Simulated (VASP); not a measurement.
Hg: single point with PBEsol

The system is Hg.

```
Hg
1.0
    -1.59551    1.59551    1.59551
     1.59551   -1.59551    1.59551
     1.59551    1.59551   -1.59551
Hg
1
Cartesian
  0.0000 0.0000 0.0000
```

```
Program                : VASP 6.6.1
Task                   : single point
Functional             : PBEsol
Potentials or basis    : VASP PAW PBE potentials, release 64 (Hg)
Cutoff                 : 520 eV
k mesh                 : 15 × 15 × 15
Occupations            : fermi-dirac, width 0.08 eV
Spin                   : no spin polarisation
Dipole correction      : no
Further INCAR settings : ALGO = Normal; EDIFF = 1e-06; NBANDS = 12
```

- Pressure: 55.5 GPa
- Band gap on the k mesh: zero (bands 6 and 7 overlap by 3.12 eV)

Levels at points of the mesh, in eV from the Fermi level:
```csv
k point,band 3,band 4,band 5,band 6,band 7,band 8,band 9,band 10
"(0.00, 0.00, 0.00)",-9.37,-9.37,-7.57,-7.57,15.55,15.55,15.55,21.88
```

It took 26 s on 1 thread of Intel Xeon 8259CL (shared host), peak memory 0.15 GiB.

Caveat: the cell stands under pressure; the PAW data sets were made with another functional, which shifts forces and pressure a little; spin-orbit coupling is left out, which moves the levels of the heavy elements.
